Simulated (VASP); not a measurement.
# WC (P-6m2) in VASP: further runs

The runs below take WC through single point, with PBE.

All numbers are computed with VASP 6.6.1; they aren't measurements. Logs are shortened: lines on timing, memory, paths and dates and some standing lists are left out, and cuts for length are marked.

**1. The cell of the first run**

It takes space group P-6m2 (No. 187, hexagonal). The conventional cell has a = 2.963 Å, b = 2.963 Å, c = 2.878 Å, α = 90.00°, β = 90.00°, γ = 120.00°. Within 3.0 Å of W (site symmetry -6m2) lie 6 C at 2.24 Å and 8 W at 2.88 to 2.96 Å. C (site symmetry -6m2) has 6 W at 2.24 Å and 8 C at 2.88 to 2.96 Å within 3.0 Å.

**2. Single point, PBE, non-collinear spin, zero start, spin-orbit coupling (10.94 Å³/atom)**

File INCAR:

```
PREC = Accurate
ENCUT = 520
EDIFF = 1E-6
ISMEAR = 0
SIGMA = 0.05
LREAL = F
LASPH = T
NELM = 150
ALGO = Normal
ISIF = 2
LWAVE = F
LCHARG = F
LNONCOLLINEAR = T
MAGMOM = 0 0 0 0 0 0
LORBIT = 11
LSORBIT = T
GGA_COMPAT = F
LORBMOM = T
LMAXMIX = 4
GGA = PE
NBANDS = 30
```

File KPOINTS:

```
regular mesh
0
Gamma
  14 14 12
```

File POSCAR:

```
WC
1.0
    2.9626640619      0.0000000000      0.0000000000
   -1.4813320310      2.5657423404      0.0000000000
    0.0000000000      0.0000000000      2.8777086072
W C
1 1
Direct
    0.0000000000      0.0000000000      0.0000000000
    0.6666666667      0.3333333333      0.5000000000
```

Potentials or basis: VASP PAW PBE potentials, release 64 (W_sv, C).

The run is started by

```sh
$ cat potpaw_PBE.64/W_sv/POTCAR potpaw_PBE.64/C/POTCAR > POTCAR
$ mpirun -np 1 vasp_ncl > vasp.out
```

OUTCAR:

```text
PREC = Accurate
   ENCUT = 520
   EDIFF = 1E-6
   ISMEAR = 0
   LREAL = F
   LASPH = T
   NELM = 150
   ISIF = 2
   LNONCOLLINEAR = T
   LORBIT = 11
   LSORBIT = T
   GGA = PE

 ion  position               nearest neighbor table
   1  0.000  0.000  0.000-   2 2.24   2 2.24   2 2.24   2 2.24   2 2.24   2 2.24
   2  0.667  0.333  0.500-   1 2.24   1 2.24   1 2.24   1 2.24   1 2.24   1 2.24

  LATTYP: Found a hexagonal cell.
 ALAT       =     2.9626640619
 C/A-ratio  =     0.9713246413

  Lattice vectors:

 A1 = (   2.9626640619,   0.0000000000,   0.0000000000)
 A2 = (  -1.4813320310,   2.5657423404,   0.0000000000)
 A3 = (   0.0000000000,   0.0000000000,   2.8777086072)

Analysis of symmetry for initial positions (statically):
=====================================================================
 Subroutine PRICEL returns:
 Original cell was already a primitive cell.

 Routine SETGRP: Setting up the symmetry group for a
 hexagonal supercell.

 Subroutine GETGRP returns: Found 12 space group operations
 (whereof 12 operations were pure point group operations)
 out of a pool of 24 trial point group operations.

The static configuration has the point symmetry D_3h.

Analysis of symmetry for dynamics (positions and initial velocities):
=====================================================================
 Subroutine PRICEL returns:
 Original cell was already a primitive cell.

 Routine SETGRP: Setting up the symmetry group for a
 hexagonal supercell.

 Subroutine GETGRP returns: Found 12 space group operations
 (whereof 12 operations were pure point group operations)
 out of a pool of 24 trial point group operations.

The dynamic configuration has the point symmetry D_3h.

Analysis of structural, dynamic, and magnetic symmetry:
=====================================================================
 Subroutine PRICEL returns:
 Original cell was already a primitive cell.

 Routine SETGRP: Setting up the symmetry group for a
 hexagonal supercell.

 Subroutine GETGRP returns: Found 12 space group operations
 (whereof 12 operations were pure point group operations)
 out of a pool of 24 trial point group operations.

The overall configuration has the point symmetry D_3h.

 Subroutine INISYM returns: Found 12 space group operations
 (whereof 12 operations are pure point group operations),
 and found     1 'primitive' translations
[... 971 lines left out ...]
      0.00000      0.00000      0.00000        -0.000000      0.000000      0.000000
      1.48133      0.85525      1.43885         0.000000     -0.000000      0.000000
 -----------------------------------------------------------------------------------
    total drift:                               -0.000000      0.000000     -0.000000

  FREE ENERGIE OF THE ION-ELECTRON SYSTEM (eV)
  ---------------------------------------------------
  free  energy   TOTEN  =       -23.1758307903 eV

  energy  without entropy=      -23.1754543994  energy(sigma->0) =      -23.17564259

 orbital moment (x)

 # of ion     p       d       tot
 ----------------------------------------
  1         0.000   0.000   0.000
  2        -0.000   0.000  -0.000
 ----------------------------------------
           -0.000   0.000   0.000

 orbital moment (y)

 # of ion     p       d       tot
 ----------------------------------------
  1        -0.000  -0.000  -0.000
  2        -0.000   0.000  -0.000
 ----------------------------------------
           -0.000  -0.000  -0.000

 orbital moment (z)

 # of ion     p       d       tot
 ----------------------------------------
  1         0.000   0.000   0.000
  2         0.000   0.000   0.000
 ----------------------------------------
            0.000   0.000   0.000

 Spin-Orbit-Coupling matrix elements

 Ion:    1  E_soc:     -1.4969220
 l=   1
     0.0000000    -0.2180905    -0.2220361
    -0.2180905     0.0000000    -0.2180905
    -0.2220361    -0.2180905     0.0000000
 l=   2
     0.0000000    -0.0058162     0.0000000    -0.0058162    -0.0284115
    -0.0058162     0.0000000    -0.0166913    -0.0051849    -0.0058162
     0.0000000    -0.0166913     0.0000000    -0.0166913     0.0000000
    -0.0058162    -0.0051849    -0.0166913     0.0000000    -0.0058162
    -0.0284115    -0.0058162     0.0000000    -0.0058162     0.0000000
 l=   3
     0.0000000     0.0000000     0.0000000     0.0000000     0.0000000     0.0000000     0.0000000
     0.0000000     0.0000000     0.0000000     0.0000000     0.0000000     0.0000000     0.0000000
     0.0000000     0.0000000     0.0000000     0.0000000     0.0000000     0.0000000     0.0000000
     0.0000000     0.0000000     0.0000000     0.0000000     0.0000000     0.0000000     0.0000000
     0.0000000     0.0000000     0.0000000     0.0000000     0.0000000     0.0000000     0.0000000
     0.0000000     0.0000000     0.0000000     0.0000000     0.0000000     0.0000000     0.0000000
     0.0000000     0.0000000     0.0000000     0.0000000     0.0000000     0.0000000     0.0000000

 Ion:    2  E_soc:     -0.0002877
 l=   1
     0.0000000    -0.0000493    -0.0000452
    -0.0000493     0.0000000    -0.0000493
    -0.0000452    -0.0000493     0.0000000
 l=   2
     0.0000000     0.0000000     0.0000000     0.0000000     0.0000000
     0.0000000     0.0000000     0.0000000     0.0000000     0.0000000
     0.0000000     0.0000000     0.0000000     0.0000000     0.0000000
     0.0000000     0.0000000     0.0000000     0.0000000     0.0000000
     0.0000000     0.0000000     0.0000000     0.0000000     0.0000000
 l=   3
     0.0000000     0.0000000     0.0000000     0.0000000     0.0000000     0.0000000     0.0000000
     0.0000000     0.0000000     0.0000000     0.0000000     0.0000000     0.0000000     0.0000000
     0.0000000     0.0000000     0.0000000     0.0000000     0.0000000     0.0000000     0.0000000
     0.0000000     0.0000000     0.0000000     0.0000000     0.0000000     0.0000000     0.0000000
     0.0000000     0.0000000     0.0000000     0.0000000     0.0000000     0.0000000     0.0000000
     0.0000000     0.0000000     0.0000000     0.0000000     0.0000000     0.0000000     0.0000000
     0.0000000     0.0000000     0.0000000     0.0000000     0.0000000     0.0000000     0.0000000

 total charge

# of ion       s       p       d       tot
------------------------------------------
    1        2.335   6.389   3.329  12.053
    2        0.850   1.530   0.000   2.380
--------------------------------------------------
tot          3.184   7.920   3.329  14.433

 magnetization (x)

# of ion       s       p       d       tot
------------------------------------------
    1       -0.000  -0.000   0.000  -0.000
    2        0.000   0.000   0.000   0.000
--------------------------------------------------
tot         -0.000  -0.000   0.000  -0.000

 magnetization (y)

# of ion       s       p       d       tot
------------------------------------------
    1        0.000  -0.000   0.000   0.000
    2        0.000   0.000   0.000   0.000
--------------------------------------------------
tot          0.000  -0.000   0.000   0.000

 magnetization (z)

# of ion       s       p       d       tot
------------------------------------------
    1       -0.000   0.000   0.000   0.000
    2        0.000  -0.000   0.000   0.000
--------------------------------------------------
tot          0.000   0.000   0.000   0.000
```

stdout:

```text
POSCAR found type information on POSCAR W C
 POSCAR found :  2 types and       2 ions
 scaLAPACK will be used
 LDA part: xc-table for (Slater+PW92), standard interpolation
 POSCAR, INCAR and KPOINTS ok, starting setup
 FFT: planning ... GRIDC
 FFT: planning ... GRID_SOFT
 FFT: planning ... GRID
 WAVECAR not read
 entering main loop
```

It took 2.1 min on 1 thread of Intel Xeon 6975P-C (Granite Rapids), shared host; peak memory 0.39 GiB.

Results:

```
Free energy                                           : -23.1758 eV
Pressure                                              : -11.9 GPa
Net moment                                            : 0.00 μB per cell
Valence electrons inside the program's atomic spheres : W 12.05; C 2.38
```

Moments on the atoms (μB; x, y, z):
```
W   0.00 0.00 0.00
C   0.00 0.00 0.00
```

Caveat: the cell stands under tension.

**3. Single point, PBE, non-collinear spin, zero start, spin-orbit coupling (11.25 Å³/atom)**

This run uses another cell than the first one, of 11.25 Å³/atom.

File INCAR:

```
SYSTEM = WC
PREC     = Accurate       ! precision mode
ENCUT    = 520            ! plane-wave cutoff, eV
EDIFF    = 1E-6           ! SCF threshold, eV
ISMEAR   = 0              ! smearing method
SIGMA    = 0.05           ! smearing width, eV
LREAL    = .False.        ! projectors in reciprocal space
LASPH    = .True.         ! aspherical terms in the spheres
NELM     = 150            ! most SCF steps
ALGO     = Normal         ! electronic algorithm
ISIF     = 2              ! what is computed and relaxed
LWAVE    = .False.        ! write WAVECAR
LCHARG   = .True.         ! write CHGCAR
LNONCOLLINEAR= .True.         ! non-collinear magnetism
MAGMOM   = 0 0 0 0 0 0    ! initial moments
LORBIT   = 11             ! projections on sites
LSORBIT  = .True.         ! spin-orbit coupling
GGA_COMPAT= .False.      
LORBMOM  = .True.       
LMAXMIX  = 4              ! l up to which the mixer works
GGA      = PE             ! functional
LVHAR    = .True.       
NBANDS   = 30             ! bands
```

File KPOINTS:

```
Automatic mesh
0
Gamma
  14 14 12
  0 0 0
```

File POSCAR:

```
WC
1.0
    2.9934284890      0.0000000000      0.0000000000
   -1.4967142445      2.5923851159      0.0000000000
    0.0000000000      0.0000000000      2.9001756223
W C
1 1
Direct
    0.0000000000      0.0000000000      0.0000000000
    0.6666666667      0.3333333333      0.5000000000
```

Potentials or basis: VASP PAW PBE potentials, release 64 (W_sv, C).

The run is started by

```sh
$ cat potpaw_PBE.64/W_sv/POTCAR potpaw_PBE.64/C/POTCAR > POTCAR
$ mpirun -np 1 vasp_ncl > vasp.out
```

OUTCAR:

```text
SYSTEM = WC
   PREC = Accurate
   ENCUT = 520
   EDIFF = 1E-6
   ISMEAR = 0
   LREAL = .False.
   LASPH = .True.
   NELM = 150
   ISIF = 2
   LNONCOLLINEAR = .True.
   LORBIT = 11
   LSORBIT = .True.
   GGA = PE

 ion  position               nearest neighbor table
   1  0.000  0.000  0.000-   2 2.26   2 2.26   2 2.26   2 2.26   2 2.26   2 2.26
   2  0.667  0.333  0.500-   1 2.26   1 2.26   1 2.26   1 2.26   1 2.26   1 2.26

  LATTYP: Found a hexagonal cell.
 ALAT       =     2.9934284890
 C/A-ratio  =     0.9688474714

  Lattice vectors:

 A1 = (   2.9934284890,   0.0000000000,   0.0000000000)
 A2 = (  -1.4967142445,   2.5923851159,   0.0000000000)
 A3 = (   0.0000000000,   0.0000000000,   2.9001756223)
[... 1088 lines left out ...]
 l=   3
     0.0000000     0.0000000     0.0000000     0.0000000     0.0000000     0.0000000     0.0000000
     0.0000000     0.0000000     0.0000000     0.0000000     0.0000000     0.0000000     0.0000000
     0.0000000     0.0000000     0.0000000     0.0000000     0.0000000     0.0000000     0.0000000
     0.0000000     0.0000000     0.0000000     0.0000000     0.0000000     0.0000000     0.0000000
     0.0000000     0.0000000     0.0000000     0.0000000     0.0000000     0.0000000     0.0000000
     0.0000000     0.0000000     0.0000000     0.0000000     0.0000000     0.0000000     0.0000000
     0.0000000     0.0000000     0.0000000     0.0000000     0.0000000     0.0000000     0.0000000

 total charge

# of ion       s       p       d       tot
------------------------------------------
    1        2.328   6.369   3.288  11.985
    2        0.847   1.508   0.000   2.355
--------------------------------------------------
tot          3.175   7.877   3.288  14.340

 magnetization (x)

# of ion       s       p       d       tot
------------------------------------------
    1        0.000   0.000   0.000   0.000
    2        0.000   0.000   0.000   0.000
--------------------------------------------------
tot          0.000   0.000   0.000   0.000

 magnetization (y)

# of ion       s       p       d       tot
------------------------------------------
    1       -0.000   0.000  -0.000  -0.000
    2        0.000  -0.000   0.000  -0.000
--------------------------------------------------
tot         -0.000  -0.000  -0.000  -0.000

 magnetization (z)

# of ion       s       p       d       tot
------------------------------------------
    1        0.000  -0.000  -0.000  -0.000
    2       -0.000   0.000   0.000  -0.000
--------------------------------------------------
tot         -0.000  -0.000  -0.000  -0.000
```

OSZICAR:

```text
N       E                     dE             d eps       ncg     rms          rms(c)
DAV:   1     0.173766547005E+03    0.17377E+03   -0.93460E+03 16848   0.134E+03
DAV:   2    -0.166464662681E+02   -0.19041E+03   -0.18295E+03 18116   0.419E+02
DAV:   3    -0.261063559067E+02   -0.94599E+01   -0.92712E+01 20200   0.899E+01
DAV:   4    -0.262369871541E+02   -0.13063E+00   -0.13048E+00 17968   0.108E+01
DAV:   5    -0.262380302371E+02   -0.10431E-02   -0.10431E-02 19054   0.109E+00    0.276E+01
DAV:   6    -0.232175055618E+02    0.30205E+01   -0.58155E+00 19476   0.280E+01    0.626E+00
DAV:   7    -0.231444917759E+02    0.73014E-01   -0.67299E-01 17452   0.664E+00    0.533E+00
DAV:   8    -0.231138199826E+02    0.30672E-01   -0.11358E-01 18348   0.287E+00    0.144E+00
DAV:   9    -0.231118271272E+02    0.19929E-02   -0.37228E-03 18532   0.520E-01    0.368E-01
DAV:  10    -0.231116337246E+02    0.19340E-03   -0.89154E-04 18744   0.256E-01    0.121E-01
DAV:  11    -0.231116050091E+02    0.28715E-04   -0.15215E-04 17406   0.152E-01    0.383E-02
DAV:  12    -0.231116029993E+02    0.20098E-05   -0.71959E-06 18858   0.258E-02    0.125E-02
DAV:  13    -0.231116026880E+02    0.31136E-06   -0.18066E-06 15598   0.128E-02
   1 F= -.23111603E+02 E0= -.23111409E+02  d E =-.386482E-03  mag=    -0.0000     0.0000     0.0000
```

stdout:

```text
POSCAR found type information on POSCAR W C
 POSCAR found :  2 types and       2 ions
 scaLAPACK will be used
 LDA part: xc-table for (Slater+PW92), standard interpolation
 POSCAR, INCAR and KPOINTS ok, starting setup
 FFT: planning ... GRIDC
 FFT: planning ... GRID_SOFT
 FFT: planning ... GRID
 WAVECAR not read
 entering main loop
```

Wall time 2.1 min (1 thread of Intel Xeon 6975P-C (Granite Rapids), shared host); peak memory 0.4 GiB.

Results:

* Free energy: -23.1116 eV
* Pressure: -20.6 GPa
* Net moment: 0.00 μB per cell
* Valence electrons inside the program's atomic spheres: W 11.98; C 2.35

Stress tensor (GPa, compression positive):
```
-20.65   0.00   0.00
  0.00 -20.65   0.00
  0.00   0.00 -20.56
```

Moments on the atoms (μB; x, y, z):
```
W   0.00 0.00 0.00
C   0.00 0.00 0.00
```

Caveat: the cell stands under tension.
